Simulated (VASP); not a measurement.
Runs of VASP 6.6.1 on Sn. The structure is that of space group Im-3m (No. 229), or close to it. The cells are those of the table. This isn't the form of Sn at room conditions, which is tetragonal (white tin).

| task | cell | cutoff (eV) | gap on the mesh (eV) | pressure (GPa) |
| --- | --- | --- | --- | --- |
| single point | a = 2.844 Å, angles 109.5°, 1 atom | 520 | none | (a) |
| relaxation of cell and atoms | relaxed to 52 GPa from a = 2.843 Å, angles 109.5°, 1 atom | 600 | none | 52.0 |
| relaxation of cell and atoms | relaxed to 52 GPa from a = 2.844 Å, angles 109.5°, 1 atom | 600 | none | 52.0 |
| single point | a = 3.214 Å, angles 109.5°, 1 atom | 520 | none | 0.0 |
| single point | a = 2.843 Å, angles 109.5°, 1 atom | 520 | none | 52.7 |

Alike in all rows: level LDA; potentials or basis VASP PAW LDA potentials, release 64 (Sn_d); no spin polarisation; k mesh 16 × 16 × 16; smearing fermi-dirac 0.08 eV.

Question: Fill in the values left out.

Answer: (a) 52.4.

Caveats: spin-orbit coupling is left out, which moves the levels of the heavy elements; the cell stands under pressure (at least some runs); the cell is relaxed towards a set pressure, so the run minimises the enthalpy, not the energy (at least some runs).

A k mesh can miss the band edges, and the runs leave out spin-orbit coupling on Sn.

A gap of «none» marks levels without a gap at the run's occupations.
